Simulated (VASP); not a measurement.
# Zn (Fd-3m) in VASP: further runs, part 3 of 3

VASP 6.6.1.

## Step 5: Single point, RPBE

This run uses another cell than the first one, of 26.63 Å³/atom.

INCAR reads:

```
ALGO = Normal
EDIFF = 1E-6
ENCUT = 520
GGA = RP
ISIF = 2
ISMEAR = -1
LASPH = True
LCHARG = False
LREAL = False
LWAVE = False
NBANDS = 19
NELM = 100
PREC = Accurate
SIGMA = 0.1
```

KPOINTS reads:

```
k-points
0
Gamma
  10 10 10
```

POSCAR reads:

```
Zn
1.0
    0.0000000000      2.9863602757      2.9863602757
    2.9863602757      0.0000000000      2.9863602757
    2.9863602757      2.9863602757      0.0000000000
Zn
2
Direct
    0.1250000000      0.1250000000      0.1250000000
    0.8750000000      0.8750000000      0.8750000000
```

Potentials or basis: VASP PAW PBE potentials, release 64 (Zn).

Command:

```sh
> cat potpaw_PBE.64/Zn/POTCAR > POTCAR
> mpirun -np 1 vasp_std > vasp.out
```

OUTCAR:

```text
EDIFF = 1E-6
   ENCUT = 520
   GGA = RP
   ISIF = 2
   ISMEAR = -1
   LASPH = True
   LREAL = False
   NELM = 100
   PREC = Accurate

 ion  position               nearest neighbor table
   1  0.125  0.125  0.125-   2 2.59   2 2.59   2 2.59   2 2.59
   2  0.875  0.875  0.875-   1 2.59   1 2.59   1 2.59   1 2.59

  LATTYP: Found a face centered cubic cell.
 ALAT       =     5.9727205514

  Lattice vectors:

 A1 = (   0.0000000000,   2.9863602757,   2.9863602757)
 A2 = (   2.9863602757,   0.0000000000,   2.9863602757)
 A3 = (   2.9863602757,   2.9863602757,   0.0000000000)

Analysis of symmetry for initial positions (statically):
=====================================================================
 Subroutine PRICEL returns:
 Original cell was already a primitive cell.

 Routine SETGRP: Setting up the symmetry group for a
 face centered cubic supercell.

 Subroutine GETGRP returns: Found 48 space group operations
 (whereof 12 operations were pure point group operations)
 out of a pool of 48 trial point group operations.

The static configuration has the point symmetry D_3d.
 The point group associated with its full space group is O_h .

Analysis of symmetry for dynamics (positions and initial velocities):
=====================================================================
 Subroutine PRICEL returns:
 Original cell was already a primitive cell.

 Routine SETGRP: Setting up the symmetry group for a
 face centered cubic supercell.

 Subroutine GETGRP returns: Found 48 space group operations
 (whereof 12 operations were pure point group operations)
 out of a pool of 48 trial point group operations.

The dynamic configuration has the point symmetry D_3d.
 The point group associated with its full space group is O_h .

 Subroutine INISYM returns: Found 48 space group operations
 (whereof 12 operations are pure point group operations),
 and found     1 'primitive' translations

----------------------------------------------------------------------------------------

                                     Primitive cell

  volume of cell :      53.2668

  direct lattice vectors                    reciprocal lattice vectors
     0.000000000  2.986360276  2.986360276    -0.167427890  0.167427890  0.167427890
     2.986360276  0.000000000  2.986360276     0.167427890 -0.167427890  0.167427890
     2.986360276  2.986360276  0.000000000     0.167427890  0.167427890 -0.167427890

  length of vectors
     4.223351204  4.223351204  4.223351204     0.289993612  0.289993612  0.289993612

  position of ions in fractional coordinates (direct lattice)
     0.125000000  0.125000000  0.125000000
     0.875000000  0.875000000  0.875000000

  ion indices of the primitive-cell ions
   primitive index   ion index
                 1           1
                 2           2

----------------------------------------------------------------------------------------

 KPOINTS: k-points

Automatic generation of k-mesh.
 Grid dimensions read from file:
 generate k-points for:   10   10   10

 Generating k-lattice:

  Cartesian coordinates                     Fractional coordinates (reciprocal lattice)
    -0.016742789  0.016742789  0.016742789     0.100000000  0.000000000  0.000000000
     0.016742789 -0.016742789  0.016742789     0.000000000  0.100000000  0.000000000
     0.016742789  0.016742789 -0.016742789     0.000000000  0.000000000  0.100000000

  Length of vectors
     0.028999361  0.028999361  0.028999361

  Shift w.r.t. Gamma in fractional coordinates (k-lattice)
     0.000000000  0.000000000  0.000000000

 Subroutine IBZKPT returns following result:
 ===========================================

 Found     47 irreducible k-points:

 Following reciprocal coordinates:
            Coordinates               Weight
  0.000000  0.000000  0.000000      1.000000
  0.100000  0.000000  0.000000      8.000000
  0.200000  0.000000  0.000000      8.000000
  0.300000  0.000000  0.000000      8.000000
  0.400000  0.000000  0.000000      8.000000
  0.500000  0.000000  0.000000      4.000000
[... 16 lines left out ...]
  0.300000  0.300000  0.000000      6.000000
  0.400000  0.300000  0.000000     24.000000
 [... further k-points ...]
   k-points           NKPTS =     47   k-points in BZ     NKDIM =     47   number of bands    NBANDS=     19
   number of dos      NEDOS =    301   number of ions     NIONS =      2
   total plane-waves  NPLWV =  32768
   dimension x,y,z NGX =    32 NGY =   32 NGZ =   32
   dimension x,y,z NGXF=    64 NGYF=   64 NGZF=   64
   ions per type =               2
   NGX,Y,Z   is equivalent  to a cutoff of  12.60, 12.60, 12.60 a.u.
   NGXF,Y,Z  is equivalent  to a cutoff of  25.19, 25.19, 25.19 a.u.
 SYSTEM =  unknown system
   PREC   = accura    normal or accurate (medium, high low for compatibility)
   ISTART =      0    job   : 0-new  1-cont  2-samecut
   ICHARG =      2    charge: 1-file 2-atom 10-const
   ISPIN  =      1    spin polarized calculation?
   LNONCOLLINEAR =      F non collinear calculations
   LSORBIT =      F    spin-orbit coupling
   LASPH  =      T    aspherical Exc in radial PAW
   ENCUT  =  520.0 eV  38.22 Ry    6.18 a.u.   7.85  7.85  7.85*2*pi/ulx,y,z
   NELM   =    100;   NELMIN=  2; NELMDL= -5     # of ELM steps
   EDIFF  = 0.1E-05   stopping-criterion for ELM
   LREAL  =      F    real-space projection
   EDIFFG = 0.1E-04   stopping-criterion for IOM
   NSW    =      0    number of steps for IOM
   IBRION =     -1    ionic relax: 0-MD 1-quasi-New 2-CG
   NFREE  =      0    steps in history (QN), initial steepest desc. (CG)
   ISIF   =      2    stress and relaxation
   ISYM   =      2    0-nonsym 1-usesym 2-fastsym
   POTIM  = 0.5000    time-step for ionic-motion
   TEBEG  =    0.0;   TEEND  =   0.0 temperature during run
   PSTRESS=    0.0 pullay stress
   NELECT =      24.0000    total number of electrons
   NUPDOWN=      -1.0000    fix difference up-down
   EMIN   =  10.00;   EMAX   =-10.00  energy-range for DOS
   EFERMI =   0.00;   METHOD = LEGACY
   ISMEAR =    -1;   SIGMA  =   0.10  broadening in eV -4-tet -1-fermi 0-gaus
   EFERMI_NEDOS =   21; number of points for ismear=-14 and -15
   IALGO  =     38    algorithm
   IMIX   =      4    mixing-type and parameters
     AMIX     =   0.40;   BMIX     =  1.00
     AMIX_MAG =   1.60;   BMIX_MAG =  1.00
  volume/ion in A,a.u.               =      26.63       179.73
  Fermi-wavevector in a.u.,A,eV,Ry     =   1.255046  2.371693 21.431094  1.575141
  Thomas-Fermi vector in A             =   2.388822
   LORBIT       =      0    0 simple, 1 ext, 2 COOP (PROOUT), +10 PAW based schemes
   GGA     = RP    functional components
   LHFCALC =     F    Hartree Fock is set to
   AEXX    =    0.0000 exact exchange contribution
   IVDW    =     0    specifies the selected vdW correction
   LEPSILON=     F    determine dielectric tensor
   LRPA    =     F    only Hartree local field effects (RPA)
 non-spin polarized calculation
  energy-cutoff  :      520.00
  volume of cell :       53.27
 maximum number of plane-waves:      1459
   NGX = 15   NGY = 15   NGZ = 15

 number of electron      23.9999976 magnetization

 Free energy of the ion-electron system (eV)
  ---------------------------------------------------
  ext. energy  EPLUGINS =         0.00000000
  ---------------------------------------------------
  free energy    TOTEN  =        -0.68632863 eV

  energy without entropy =       -0.64997059  energy(sigma->0) =       -0.66814961

 E-fermi :   0.1852     XC(G=0):  -8.4442

 val. band max:        0.1598572657   @ k =  -0.4000   0.4000   0.1000
 cond. band min:       0.1886198338   @ k =  -0.3000   0.3000   0.1000
 fundamental gap:      0.0287625680
 Fermi energy:         0.1851638265

 k-point     1 :       0.0000    0.0000    0.0000
  band No.  band energies     occupation
      1      -7.2331      2.00000
      2      -7.2331      2.00000
      3      -7.2331      2.00000
      4      -7.1981      2.00000
      5      -7.1981      2.00000
      6      -7.0054      2.00000
[... 11 lines left out ...]
     18       6.5257      0.00000
     19       8.7596      0.00000
[... 485 lines left out ...]
 k-point    24 :       0.4000    0.3000    0.0000
  band No.  band energies     occupation
      1      -7.3195      2.00000
      2      -7.2570      2.00000
      3      -7.2477      2.00000
      4      -7.0750      2.00000
      5      -7.0145      2.00000
      6      -6.9393      2.00000
[... 11 lines left out ...]
     18      11.1963      0.00000
     19      13.9879      0.00000

 [... further k-points ...]

------------------------ aborting loop because EDIFF is reached ----------------------------------------

  FORCE on cell =-STRESS in cart. coord.  units (eV):
  Direction    XX          YY          ZZ          XY          YZ          ZX
  --------------------------------------------------------------------------------------
  -------------------------------------------------------------------------------------
  Total        0.0467179      0.0467179      0.0467179      0.0000000      0.0000000      0.0000000
  in kB        1.4051977      1.4051977      1.4051977      0.0000000      0.0000000      0.0000000
  external PRESSURE =       1.4051977 kB  Pullay stress =       0.0000000 kB

 VOLUME and BASIS-vectors are now :
 -----------------------------------------------------------------------------
  energy-cutoff  :      520.00
  volume of cell :       53.27
      direct lattice vectors                 reciprocal lattice vectors
     0.000000000  2.986360276  2.986360276    -0.167427890  0.167427890  0.167427890
     2.986360276  0.000000000  2.986360276     0.167427890 -0.167427890  0.167427890
     2.986360276  2.986360276  0.000000000     0.167427890  0.167427890 -0.167427890

 POSITION                                       TOTAL-FORCE (eV/Angst)
 -----------------------------------------------------------------------------------
      0.74659      0.74659      0.74659         0.000000      0.000000      0.000000
      5.22613      5.22613      5.22613        -0.000000     -0.000000     -0.000000
 -----------------------------------------------------------------------------------
    total drift:                                0.000000      0.000000     -0.000000

  FREE ENERGIE OF THE ION-ELECTRON SYSTEM (eV)
  ---------------------------------------------------
  free  energy   TOTEN  =        -0.6863286301 eV

  energy  without entropy=       -0.6499705940  energy(sigma->0) =       -0.66814961
```

Wall time 52 s (1 thread of AMD EPYC 7R13, shared host); peak memory 0.16 GiB.

Results:

- Free energy: -0.6863 eV
- Pressure: 0.1 GPa
- Band gap on the k mesh: zero (bands 12 and 13 overlap by 5.33 eV)

Caveat: the PAW data sets were made with another functional, which shifts forces and pressure a little.

## Step 6: Single point, RPBE (26.63 Å³/atom)

This run uses another cell than the first one, of 26.63 Å³/atom.

INCAR reads:

```
SYSTEM = Zn
PREC = Accurate
ENCUT = 520
EDIFF = 1E-6
ISMEAR = -1
SIGMA = 0.1
LREAL = .FALSE.
LASPH = .TRUE.
NELM = 80
ALGO = Normal
ISIF = 2
LWAVE = .FALSE.
LCHARG = .FALSE.
GGA = RP
NBANDS = 19
```

KPOINTS reads:

```
Automatic mesh
0
G
  10 10 10
  0 0 0
```

POSCAR is that of step 5.

Potentials or basis: VASP PAW PBE potentials, release 64 (Zn).

Command:

```sh
> cat potpaw_PBE.64/Zn/POTCAR > POTCAR
> mpirun -np 1 vasp_std > vasp.out
```

OUTCAR:

```text
SYSTEM = Zn
   PREC = Accurate
   ENCUT = 520
   EDIFF = 1E-6
   ISMEAR = -1
   LREAL = .FALSE.
   LASPH = .TRUE.
   NELM = 80
   ISIF = 2
   GGA = RP

 ion  position               nearest neighbor table
   1  0.125  0.125  0.125-   2 2.59   2 2.59   2 2.59   2 2.59
   2  0.875  0.875  0.875-   1 2.59   1 2.59   1 2.59   1 2.59

  LATTYP: Found a face centered cubic cell.
 ALAT       =     5.9727205514

  Lattice vectors:

[... 715 lines left out ...]

------------------------ aborting loop because EDIFF is reached ----------------------------------------

  FORCE on cell =-STRESS in cart. coord.  units (eV):
  Direction    XX          YY          ZZ          XY          YZ          ZX
  --------------------------------------------------------------------------------------
  -------------------------------------------------------------------------------------
  Total        0.0467179      0.0467179      0.0467179      0.0000000      0.0000000      0.0000000
  in kB        1.4051977      1.4051977      1.4051977      0.0000000      0.0000000      0.0000000
  external PRESSURE =       1.4051977 kB  Pullay stress =       0.0000000 kB

 VOLUME and BASIS-vectors are now :
 -----------------------------------------------------------------------------
  energy-cutoff  :      520.00
  volume of cell :       53.27
      direct lattice vectors                 reciprocal lattice vectors
     0.000000000  2.986360276  2.986360276    -0.167427890  0.167427890  0.167427890
     2.986360276  0.000000000  2.986360276     0.167427890 -0.167427890  0.167427890
     2.986360276  2.986360276  0.000000000     0.167427890  0.167427890 -0.167427890

 POSITION                                       TOTAL-FORCE (eV/Angst)
 -----------------------------------------------------------------------------------
      0.74659      0.74659      0.74659         0.000000      0.000000      0.000000
      5.22613      5.22613      5.22613        -0.000000     -0.000000     -0.000000
 -----------------------------------------------------------------------------------
    total drift:                                0.000000      0.000000     -0.000000

  FREE ENERGIE OF THE ION-ELECTRON SYSTEM (eV)
  ---------------------------------------------------
  free  energy   TOTEN  =        -0.6863286301 eV

  energy  without entropy=       -0.6499705940  energy(sigma->0) =       -0.66814961
```

OSZICAR:

```text
N       E                     dE             d eps       ncg     rms          rms(c)
DAV:   1     0.115592918593E+03    0.11559E+03   -0.12006E+04  1794   0.164E+03
DAV:   2     0.540918124040E+01   -0.11018E+03   -0.10774E+03  1792   0.284E+02
DAV:   3    -0.686295636609E+00   -0.60955E+01   -0.60764E+01  1997   0.725E+01
DAV:   4    -0.737569514183E+00   -0.51274E-01   -0.51263E-01  1956   0.748E+00
DAV:   5    -0.737660006474E+00   -0.90492E-04   -0.90492E-04  1935   0.269E-01    0.187E+00
DAV:   6    -0.684948950477E+00    0.52711E-01   -0.27266E-01  2151   0.889E+00    0.152E+00
DAV:   7    -0.685579356330E+00   -0.63041E-03   -0.10495E-02  1911   0.126E+00    0.755E-01
DAV:   8    -0.686206643415E+00   -0.62729E-03   -0.32376E-03  1878   0.438E-01    0.358E-02
DAV:   9    -0.686315317282E+00   -0.10867E-03   -0.18887E-04  1956   0.100E-01    0.317E-02
DAV:  10    -0.686328374987E+00   -0.13058E-04   -0.24099E-05  1929   0.344E-02    0.296E-03
DAV:  11    -0.686328630103E+00   -0.25512E-06   -0.11689E-06  1596   0.581E-03
   1 F= -.68632863E+00 E0= -.66814961E+00  d E =-.363580E-01
```

It took 46 s on 1 thread of AMD EPYC 7R13, shared host; peak memory 0.16 GiB.

Results:

| Quantity | Value |
| --- | --- |
| Free energy | -0.6863 eV |
| Pressure | 0.1 GPa |
| Band gap on the k mesh | zero (bands 12 and 13 overlap by 5.33 eV) |

Caveat: the PAW data sets were made with another functional, which shifts forces and pressure a little.

## Step 7: Overview

```tsv
cell	gap on the mesh (eV)	pressure (GPa)
a = 4.047 Å, angles 60.0°, 2 atoms	none	3.6
a = 4.108 Å, angles 60.0°, 2 atoms	none	2.1
a = 4.166 Å, angles 60.0°, 2 atoms	none	1.0
a = 4.223 Å, angles 60.0°, 2 atoms	none	0.1
```

Alike in all rows: task single point; level RPBE; potentials or basis VASP PAW PBE potentials, release 64 (Zn); no spin polarisation; k mesh 10 × 10 × 10; cutoff (eV) 520; smearing fermi-dirac 0.1 eV.

Caveats: the PAW data sets were made with another functional, which shifts forces and pressure a little; the cell stands under pressure (at least some runs).

Absolute energies hang on the potentials; compare differences alone.
